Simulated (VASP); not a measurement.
Wanted: the native input for a VASP 6.6.1 run.

```yaml
Task: electric field gradients
Functional: PBEsol
Potentials_or_basis: VASP PAW PBE potentials, release 64 (Sn_d, O)
Cutoff: 520 eV
k_mesh: 8 × 8 × 6
Occupations: fermi-dirac, width 0.01 eV
Spin: no spin polarisation
Dipole_correction: no
Further_INCAR_settings: ALGO = Normal; EDIFF = 1e-08; NBANDS = 28
```

The structure of SnO lies in POSCAR:

```
SnO
1.0
    3.7259600000      0.0000000000      0.0000000000
    0.0000000000      3.7259600000      0.0000000000
    0.0000000000      0.0000000000      4.8360000000
Sn O
2 2
Direct
    0.0000000000      0.5000000000      0.2385000000
    0.5000000000      0.0000000000      0.7615000000
    0.0000000000      0.0000000000      0.0000000000
    0.5000000000      0.5000000000      0.0000000000
```

This cell differs from its parent crystal: equal xx and yy strain of -2 %.

One way to write it, as run:

INCAR

```
SYSTEM = SnO
ALGO = Normal ; EDIFF = 1E-8
ENCUT = 520 ; GGA = PS
ISIF = 2 ; ISMEAR = -1
LASPH = .TRUE. ; LCHARG = .FALSE.
LEFG = .TRUE. ; LREAL = .FALSE.
LWAVE = .FALSE. ; NBANDS = 28
NELM = 100 ; PREC = Accurate
SIGMA = 0.01
```

KPOINTS

```
k-points
0
G
  8 8 6
  0 0 0
```

Potentials or basis: VASP PAW PBE potentials, release 64 (Sn_d, O).

The run is started by

```sh
$ cat potpaw_PBE.64/Sn_d/POTCAR potpaw_PBE.64/O/POTCAR > POTCAR
$ mpirun -np 1 vasp_std > vasp.out
```

Results of the run:

```json
{
 "Pressure": "4.8 GPa",
 "Largest force": "0.664 eV/Å",
 "Band gap on the k mesh": "zero (bands 20 and 21 overlap by 0.24 eV)",
 "Largest electric field gradient by atom": "Sn -173.5; O +8.0 V/Å²"
}
```

Caveat: the cell differs from its parent crystal (equal xx and yy strain of -2 %); the cell stands under pressure; semilocal functionals underestimate gaps, and a narrow one can read as zero; without QUAD_EFG the Cq values of the log hold for a quadrupole moment of 1 mb, not for the nuclei; the PAW data sets were made with another functional, which shifts forces and pressure a little; spin-orbit coupling is left out, which moves the levels of the heavy elements.

Wall time 100 s on 1 thread of Intel(R) Xeon(R) Platinum 8259CL CPU @ 2.50GHz (Skylake/Cascade Lake), on a shared host, peak memory 0.23 GiB.
